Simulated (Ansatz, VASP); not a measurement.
**Two plane-wave programs on CdO**

```
CELL_PARAMETERS angstrom
0.00000 2.34815 2.34815
2.34815 0.00000 2.34815
2.34815 2.34815 0.00000
ATOMIC_POSITIONS crystal
Cd 0.00000 0.00000 0.00000
O 0.50000 0.50000 0.50000
```

Alike in both runs: task single point; functional PBE; dispersion D4; k mesh 8 × 8 × 8; occupations gaussian, width 0.05 eV; no spin polarisation.

|  | VASP | Ansatz |
| --- | --- | --- |
| version | VASP 6.6.1 | Ansatz 0.2.0 |
| potentials or method | VASP PAW PBE potentials, release 64 (Cd, O), cutoff 600 eV | scalar-relativistic, plane waves, PAW |
| valence electrons in the cell | 18 | 26 |

|  | VASP | Ansatz | Ansatz less VASP |
| --- | --- | --- | --- |
| gap on the k mesh at the Fermi level (eV) | none | none | - |
| pressure (GPa) | 4.0 | 2.8 | -1.29 |

A gap of «none» marks a metal or a gap that the smearing closes. VASP's potentials hold 18 valence electrons a cell and Ansatz's 26, so a difference there can come from the potentials and not from the codes.
